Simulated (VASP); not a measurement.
# CdI2 (P-3m1) in VASP: notebook

Runs on CdI2. Level: r2SCAN. Tasks: single point.

Program: VASP 6.6.1. These are calculated values, not measurements. Logs are shortened: lines on timing, memory, paths and dates and some standing lists are left out, and cuts for length are marked.

## 1. The cell of the first run

It takes space group P-3m1 (No. 164, trigonal). Conventional cell: a = 4.247 Å, b = 4.247 Å, c = 6.895 Å, α = 90.00°, β = 90.00°, γ = 120.00°. Cd (site symmetry -3m) has 6 I at 2.99 Å within 3.9 Å. I (site symmetry 3m) has 3 Cd at 2.99 Å within 3.9 Å.

## 2. Single point, r2SCAN

The input, POSCAR:

```
CdI2
1.0
    4.2470087284      0.0000000000      0.0000000000
   -2.1235043642      3.6780174489      0.0000000000
    0.0000000000      0.0000000000      6.8950251473
Cd I
1 2
Direct
    0.0000000000      0.0000000000      0.0000000000
    0.3333333333      0.6666666667      0.2493934756
    0.6666666667      0.3333333333      0.7506065244
```

The input, INCAR.step1:

```
ALGO = Normal ; EDIFF = 1E-5
ENCUT = 550 ; GGA = PE
GGA_COMPAT = False ; ISMEAR = 0
LASPH = True ; LCHARG = False
LREAL = False ; LWAVE = True
NBANDS = 20 ; NELM = 120
PREC = Accurate ; SIGMA = 0.01
```

The input, INCAR.step2:

```
ALGO = Normal ; EDIFF = 1E-6
ENCUT = 550 ; GGA_COMPAT = False
ISIF = 2 ; ISMEAR = 0
ISTART = 1 ; LASPH = True
LCHARG = False ; LMIXTAU = True
LREAL = False ; LWAVE = False
METAGGA = R2SCAN ; NBANDS = 20
NELM = 120 ; PREC = Accurate
SIGMA = 0.01
```

The input, KPOINTS:

```
k-points
0
Gamma
  6 6 2
```

Potentials or basis: VASP PAW PBE potentials, release 64 (Cd, I).

Started as:

```console
cat potpaw_PBE.64/Cd/POTCAR potpaw_PBE.64/I/POTCAR > POTCAR
cp INCAR.step1 INCAR
mpirun -np 1 vasp_std > vasp.out
cp INCAR.step2 INCAR
mpirun -np 1 vasp_std > vasp.out
```

OUTCAR:

```text
EDIFF = 1E-6
   ENCUT = 550
   ISIF = 2
   ISMEAR = 0
   ISTART = 1
   LASPH = True
   LREAL = False
   METAGGA = R2SCAN
   NELM = 120
   PREC = Accurate

 ion  position               nearest neighbor table
   1  0.000  0.000  0.000-   2 2.99   3 2.99   3 2.99   2 2.99   3 2.99   2 2.99
   2  0.333  0.667  0.249-   1 2.99   1 2.99   1 2.99
   3  0.667  0.333  0.751-   1 2.99   1 2.99   1 2.99

  LATTYP: Found a hexagonal cell.
 ALAT       =     4.2470087284
 C/A-ratio  =     1.6235015250

  Lattice vectors:

 A1 = (   4.2470087284,   0.0000000000,   0.0000000000)
 A2 = (  -2.1235043642,   3.6780174489,   0.0000000000)
 A3 = (   0.0000000000,   0.0000000000,   6.8950251473)

Analysis of symmetry for initial positions (statically):
=====================================================================
 Subroutine PRICEL returns:
 Original cell was already a primitive cell.

 Routine SETGRP: Setting up the symmetry group for a
 hexagonal supercell.

 Subroutine GETGRP returns: Found 12 space group operations
 (whereof 12 operations were pure point group operations)
 out of a pool of 24 trial point group operations.

The static configuration has the point symmetry D_3d.

Analysis of symmetry for dynamics (positions and initial velocities):
=====================================================================
 Subroutine PRICEL returns:
 Original cell was already a primitive cell.

 Routine SETGRP: Setting up the symmetry group for a
 hexagonal supercell.

 Subroutine GETGRP returns: Found 12 space group operations
 (whereof 12 operations were pure point group operations)
 out of a pool of 24 trial point group operations.

The dynamic configuration has the point symmetry D_3d.

 Subroutine INISYM returns: Found 12 space group operations
 (whereof 12 operations are pure point group operations),
 and found     1 'primitive' translations

----------------------------------------------------------------------------------------

                                     Primitive cell

  volume of cell :     107.7042

  direct lattice vectors                    reciprocal lattice vectors
     4.247008728  0.000000000  0.000000000     0.235459841  0.135942803  0.000000000
    -2.123504364  3.678017449  0.000000000     0.000000000  0.271885605  0.000000000
     0.000000000  0.000000000  6.895025147     0.000000000  0.000000000  0.145032103

  length of vectors
     4.247008728  4.247008728  6.895025147     0.271885605  0.271885605  0.145032103

  position of ions in fractional coordinates (direct lattice)
     0.000000000  0.000000000  0.000000000
     0.333333333  0.666666667  0.249393476
     0.666666667  0.333333333  0.750606524

  ion indices of the primitive-cell ions
   primitive index   ion index
                 1           1
                 2           2
                 3           3

----------------------------------------------------------------------------------------

 KPOINTS: k-points

Automatic generation of k-mesh.
 Grid dimensions read from file:
 generate k-points for:    6    6    2

 Generating k-lattice:

  Cartesian coordinates                     Fractional coordinates (reciprocal lattice)
     0.039243307  0.022657134  0.000000000     0.166666667  0.000000000  0.000000000
     0.000000000  0.045314268  0.000000000     0.000000000  0.166666667  0.000000000
     0.000000000  0.000000000  0.072516052     0.000000000  0.000000000  0.500000000

  Length of vectors
     0.045314268  0.045314268  0.072516052

  Shift w.r.t. Gamma in fractional coordinates (k-lattice)
     0.000000000  0.000000000  0.000000000

 Subroutine IBZKPT returns following result:
 ===========================================

 Found     14 irreducible k-points:

 Following reciprocal coordinates:
            Coordinates               Weight
  0.000000  0.000000  0.000000      1.000000
  0.166667 -0.000000  0.000000      6.000000
  0.333333  0.000000  0.000000      6.000000
  0.500000  0.000000  0.000000      3.000000
  0.166667  0.166667  0.000000      6.000000
  0.333333  0.166667  0.000000     12.000000
  0.333333  0.333333  0.000000      2.000000
  0.000000  0.000000  0.500000      1.000000
  0.166667 -0.000000  0.500000      6.000000
  0.333333  0.000000  0.500000      6.000000
  0.500000  0.000000  0.500000      3.000000
  0.166667  0.166667  0.500000      6.000000
  0.333333  0.166667  0.500000     12.000000
  0.333333  0.333333  0.500000      2.000000
   k-points           NKPTS =     14   k-points in BZ     NKDIM =     14   number of bands    NBANDS=     20
   number of dos      NEDOS =    301   number of ions     NIONS =      3
   total plane-waves  NPLWV =  55296
   dimension x,y,z NGX =    32 NGY =   32 NGZ =   54
   dimension x,y,z NGXF=    64 NGYF=   64 NGZF=  108
   ions per type =               1   2
   NGX,Y,Z   is equivalent  to a cutoff of  12.53, 12.53, 13.02 a.u.
   NGXF,Y,Z  is equivalent  to a cutoff of  25.05, 25.05, 26.04 a.u.
 SYSTEM =  unknown system
   PREC   = accura    normal or accurate (medium, high low for compatibility)
   ISTART =      1    job   : 0-new  1-cont  2-samecut
   ICHARG =      0    charge: 1-file 2-atom 10-const
   ISPIN  =      1    spin polarized calculation?
   LNONCOLLINEAR =      F non collinear calculations
   LSORBIT =      F    spin-orbit coupling
   LASPH  =      T    aspherical Exc in radial PAW
   ENCUT  =  550.0 eV  40.42 Ry    6.36 a.u.   8.12  8.12 13.18*2*pi/ulx,y,z
   NELM   =    120;   NELMIN=  2; NELMDL=  0     # of ELM steps
   EDIFF  = 0.1E-05   stopping-criterion for ELM
   LREAL  =      F    real-space projection
   EDIFFG = 0.1E-04   stopping-criterion for IOM
   NSW    =      0    number of steps for IOM
   IBRION =     -1    ionic relax: 0-MD 1-quasi-New 2-CG
   NFREE  =      0    steps in history (QN), initial steepest desc. (CG)
   ISIF   =      2    stress and relaxation
   ISYM   =      2    0-nonsym 1-usesym 2-fastsym
   POTIM  = 0.5000    time-step for ionic-motion
   TEBEG  =    0.0;   TEEND  =   0.0 temperature during run
   PSTRESS=    0.0 pullay stress
   NELECT =      26.0000    total number of electrons
   NUPDOWN=      -1.0000    fix difference up-down
   EMIN   =  10.00;   EMAX   =-10.00  energy-range for DOS
   EFERMI =   0.00;   METHOD = LEGACY
   ISMEAR =     0;   SIGMA  =   0.01  broadening in eV -4-tet -1-fermi 0-gaus
   EFERMI_NEDOS =   21; number of points for ismear=-14 and -15
   IALGO  =     38    algorithm
   IMIX   =      4    mixing-type and parameters
     AMIX     =   0.40;   BMIX     =  1.00
     AMIX_MAG =   1.60;   BMIX_MAG =  1.00
  volume/ion in A,a.u.               =      35.90       242.27
  Fermi-wavevector in a.u.,A,eV,Ry     =   1.019346  1.926285 14.137359  1.039067
  Thomas-Fermi vector in A             =   2.152855
   LORBIT       =      0    0 simple, 1 ext, 2 COOP (PROOUT), +10 PAW based schemes
   METAGGA = R2SCAN    functional components
   LHFCALC =     F    Hartree Fock is set to
   AEXX    =    0.0000 exact exchange contribution
   IVDW    =     0    specifies the selected vdW correction
   LEPSILON=     F    determine dielectric tensor
   LRPA    =     F    only Hartree local field effects (RPA)
 non-spin polarized calculation
 Gauss-broadening in eV      SIGMA  =   0.01
  energy-cutoff  :      550.00
  volume of cell :      107.70
 maximum number of plane-waves:      3177
   NGX = 17   NGY = 17   NGZ = 27

 number of electron      25.9999994 magnetization

 Free energy of the ion-electron system (eV)
  ---------------------------------------------------
  ext. energy  EPLUGINS =         0.00000000
  ---------------------------------------------------
  free energy    TOTEN  =       -71.35563313 eV

  energy without entropy =      -71.35563313  energy(sigma->0) =      -71.35563313

 E-fermi :   1.7131     XC(G=0):  -8.9705

 val. band max:        1.6439347366   @ k =   0.0000   0.0000   0.5000
 cond. band min:       4.4590234909   @ k =   0.5000   0.0000   0.5000
 fundamental gap:      2.8150887543
 Fermi energy:         1.7131215706

 k-point     1 :       0.0000    0.0000    0.0000
  band No.  band energies     occupation
      1     -10.8009      2.00000
      2     -10.0715      2.00000
      3      -6.1980      2.00000
      4      -6.1980      2.00000
      5      -6.0704      2.00000
      6      -5.9929      2.00000
[... 12 lines left out ...]
     19      11.3730      0.00000
     20      11.3816      0.00000

 k-point     2 :       0.1667   -0.0000    0.0000
  band No.  band energies     occupation
      1     -10.6621      2.00000
      2     -10.0530      2.00000
      3      -6.1796      2.00000
      4      -6.1308      2.00000
      5      -6.0431      2.00000
      6      -5.9971      2.00000
[... 12 lines left out ...]
     19      10.3879      0.00000
     20      11.4028      0.00000

 k-point     3 :       0.3333    0.0000    0.0000
  band No.  band energies     occupation
      1     -10.3422      2.00000
      2     -10.0292      2.00000
      3      -6.1608      2.00000
      4      -6.0727      2.00000
      5      -5.9943      2.00000
      6      -5.9586      2.00000
[... 12 lines left out ...]
     19      10.7589      0.00000
     20      11.4359      0.00000

 k-point     4 :       0.5000    0.0000    0.0000
  band No.  band energies     occupation
      1     -10.0944      2.00000
      2     -10.0863      2.00000
      3      -6.1600      2.00000
      4      -6.0817      2.00000
      5      -5.9821      2.00000
      6      -5.9333      2.00000
[... 199 lines left out ...]
 k-point    13 :       0.3333    0.1667    0.5000
  band No.  band energies     occupation
      1     -10.1201      2.00000
      2     -10.0584      2.00000
      3      -6.1136      2.00000
      4      -6.0553      2.00000
      5      -5.9802      2.00000
      6      -5.9494      2.00000
[... 12 lines left out ...]
     19      10.4008      0.00000
     20      11.7498      0.00000

 k-point    14 :       0.3333    0.3333    0.5000
  band No.  band energies     occupation
      1     -10.0402      2.00000
      2     -10.0402      2.00000
      3      -6.0236      2.00000
      4      -6.0236      2.00000
      5      -5.9633      2.00000
      6      -5.9435      2.00000
[... 12 lines left out ...]
     19      11.2529      0.00000
     20      11.2529      0.00000

------------------------ aborting loop because EDIFF is reached ----------------------------------------

  FORCE on cell =-STRESS in cart. coord.  units (eV):
  Direction    XX          YY          ZZ          XY          YZ          ZX
  --------------------------------------------------------------------------------------
  -------------------------------------------------------------------------------------
  Total        0.6463780      0.6463780      0.6042208      0.0000000     -0.0000000     -0.0000000
  in kB        9.6153337      9.6153337      8.9882154      0.0000000     -0.0000000     -0.0000000
  external PRESSURE =       9.4062942 kB  Pullay stress =       0.0000000 kB

 VOLUME and BASIS-vectors are now :
 -----------------------------------------------------------------------------
  energy-cutoff  :      550.00
  volume of cell :      107.70
      direct lattice vectors                 reciprocal lattice vectors
     4.247008728  0.000000000  0.000000000     0.235459841  0.135942803  0.000000000
    -2.123504364  3.678017449  0.000000000     0.000000000  0.271885605  0.000000000
     0.000000000  0.000000000  6.895025147     0.000000000  0.000000000  0.145032103

 POSITION                                       TOTAL-FORCE (eV/Angst)
 -----------------------------------------------------------------------------------
      0.00000      0.00000      0.00000        -0.000000      0.000000      0.000000
     -0.00000      2.45201      1.71957        -0.000000      0.000000      0.019752
      2.12350      1.22601      5.17545         0.000000      0.000000     -0.019752
 -----------------------------------------------------------------------------------
    total drift:                                0.000000     -0.000000      0.000000

  FREE ENERGIE OF THE ION-ELECTRON SYSTEM (eV)
  ---------------------------------------------------
  free  energy   TOTEN  =       -71.3556331301 eV

  energy  without entropy=      -71.3556331301  energy(sigma->0) =      -71.35563313
```

Wall time 2.5 min (1 thread of AMD EPYC 7R13, shared host); peak memory 0.21 GiB.

What came out:

| Quantity | Value |
| --- | --- |
| Free energy | -71.3556 eV |
| Pressure | 0.9 GPa |
| Largest force | 0.020 eV/Å |
| Band gap on the k mesh | 2.82 eV, indirect (least direct gap 3.20 eV) |

Forces in eV/Å, atoms in the order of the input:
```
Cd   0.000  0.000  0.000
I    0.000  0.000  0.020
I    0.000  0.000 -0.020
```

Caveat: the k points lie up to 0.46 Å⁻¹ apart; the PAW data sets were made with another functional, which shifts forces and pressure a little; spin-orbit coupling is left out, which moves the levels of the heavy elements. r2SCAN opens gaps a little over a GGA but as a rule still falls short of measured ones.

## 3. Single point, r2SCAN

POSCAR is that of step 2.

The input, INCAR.step1:

```
SYSTEM = CdI2
PREC = Accurate
ENCUT = 550
ISMEAR = 0
SIGMA = 0.01
LREAL = .FALSE.
LASPH = .TRUE.
NELM = 120
NBANDS = 20
GGA = PE
ALGO = Normal
EDIFF = 1E-5
LWAVE = .TRUE.
LCHARG = .FALSE.
GGA_COMPAT = .FALSE.
```

The input, INCAR.step2:

```
SYSTEM = CdI2
PREC = Accurate
ENCUT = 550
EDIFF = 1E-6
ISMEAR = 0
SIGMA = 0.01
LREAL = .FALSE.
LASPH = .TRUE.
NELM = 120
ALGO = Normal
ISIF = 2
LWAVE = .FALSE.
LCHARG = .TRUE.
METAGGA = R2SCAN
LMIXTAU = .TRUE.
LELF = .TRUE.
LVHAR = .TRUE.
NBANDS = 20
ISTART = 1
GGA_COMPAT = .FALSE.
```

The input, KPOINTS:

```
Automatic mesh
0
G
  6 6 4
  0 0 0
```

Potentials or basis: VASP PAW PBE potentials, release 64 (Cd, I).

Started as:

```console
cat potpaw_PBE.64/Cd/POTCAR potpaw_PBE.64/I/POTCAR > POTCAR
cp INCAR.step1 INCAR
mpirun -np 1 vasp_std > vasp.out
cp INCAR.step2 INCAR
mpirun -np 1 vasp_std > vasp.out
```

Run time: 3.9 min. Hardware: 1 thread of AMD EPYC 7R13, shared host; peak memory 0.23 GiB.

The run converged. Its results:

| Property | Result |
| --- | --- |
| Free energy | -71.3548 eV |
| Pressure | 1.0 GPa |
| Largest force | 0.019 eV/Å |
| Band gap on the k mesh | 2.81 eV, indirect (least direct gap 3.14 eV) |

Forces in eV/Å, atoms in the order of the input:
```
Cd   0.000  0.000  0.000
I    0.000  0.000  0.019
I    0.000  0.000 -0.019
```

Levels at points of the mesh, in eV from the valence-band top:
| k point | band 10 | band 11 | band 12 | band 13 | band 14 | band 15 | band 16 | band 17 |
| --- | --- | --- | --- | --- | --- | --- | --- | --- |
| (0.00, 0.00, 0.00) | -0.29 | -0.15 | -0.15 | -0.14 | 3.07 | 5.06 | 6.91 | 6.91 |
| (0.50, 0.00, 0.00) | -1.99 | -1.52 | -0.69 | -0.13 | 3.07 | 5.60 | 6.38 | 7.08 |
| (0.00, 0.00, 0.50) | -0.41 | -0.41 | 0.00 | 0.00 | 4.13 | 5.14 | 6.70 | 6.70 |
| (0.50, 0.00, 0.50) | -1.31 | -1.21 | -0.49 | -0.44 | 2.81 | 5.45 | 6.37 | 7.08 |

Caveat: the PAW data sets were made with another functional, which shifts forces and pressure a little; spin-orbit coupling is left out, which moves the levels of the heavy elements.
